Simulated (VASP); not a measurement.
In, 8 atoms in the cell. Symmetry: I4/mmm, No. 139, tetragonal system. Conventional cell: a = 3.251 Å, b = 3.251 Å, c = 4.947 Å, α = 90.00°, β = 90.00°, γ = 90.00°. Within 4.3 Å of In (site symmetry 4/mmm) lie 12 In at 3.25 to 3.38 Å. 

* Program: VASP 6.6.1
* Task: electric field gradients
* Functional: PBEsol
* Potentials or basis: VASP PAW PBE potentials, release 64 (In_d)
* Cutoff: 520 eV
* k mesh: 3 × 3 × 3
* Occupations: fermi-dirac, width 0.05 eV
* Spin: no spin polarisation
* Dipole correction: no
* Further INCAR settings: ALGO = Normal; EDIFF = 1e-08; NBANDS = 62

Potentials or basis: VASP PAW PBE potentials, release 64 (In_d).

Run with:

```bash
$ cat potpaw_PBE.64/In_d/POTCAR > POTCAR
$ mpirun -np 1 vasp_std > vasp.out
```

Hardware: 1 thread of AMD EPYC 7R13, with other jobs on the host.

Problem. Estimate the wall time of this run.

Solution. It took 2.3 min on 1 thread of AMD EPYC 7R13, on a shared host, peak memory 0.32 GiB. Counts: scf iterations 14, k points 6.
